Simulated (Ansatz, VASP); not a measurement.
**Two plane-wave programs on Y**

```
Y
1.0
     3.70145    0.00000    0.00000
    -1.85073    3.24201   -0.02223
     0.00000   -0.04040    5.34192
Y
2
Cartesian
  0.0000 2.2487 1.2905
  1.8507 0.9529 4.0292
```

Alike in both runs: task single point; functional PBE; k mesh 12 × 12 × 8; occupations gaussian, width 0.1 eV; no spin polarisation.

|  | VASP | Ansatz |
| --- | --- | --- |
| version | VASP 6.6.1 | Ansatz 0.2.0 |
| potentials or method | VASP PAW PBE potentials, release 64 (Y_sv), cutoff 520 eV | scalar-relativistic, plane waves, PAW |
| valence electrons in the cell | 22 | 22 |

Ansatz gave:

| Property | Result |
| --- | --- |
| gap on the k mesh at the Fermi level (eV) | none |
| pressure (GPa) | 1.1 |
| traceless stress, the component that is largest in VASP (GPa) | 3.36 |
| rms of the force components (eV/Å) | 0.240 |

Problem. Which values does VASP return?

Solution. gap on the k mesh at the Fermi level (eV): none; pressure (GPa): 1.0; traceless stress, the component that is largest in VASP (GPa): 3.37; rms of the force components (eV/Å): 0.240.

Atom by atom the forces differ by 0.001 eV/Å (rms over components). A gap of «none» marks a metal or a gap that the smearing closes. The functional is the same, so the differences come from potentials, cutoffs and numerics.
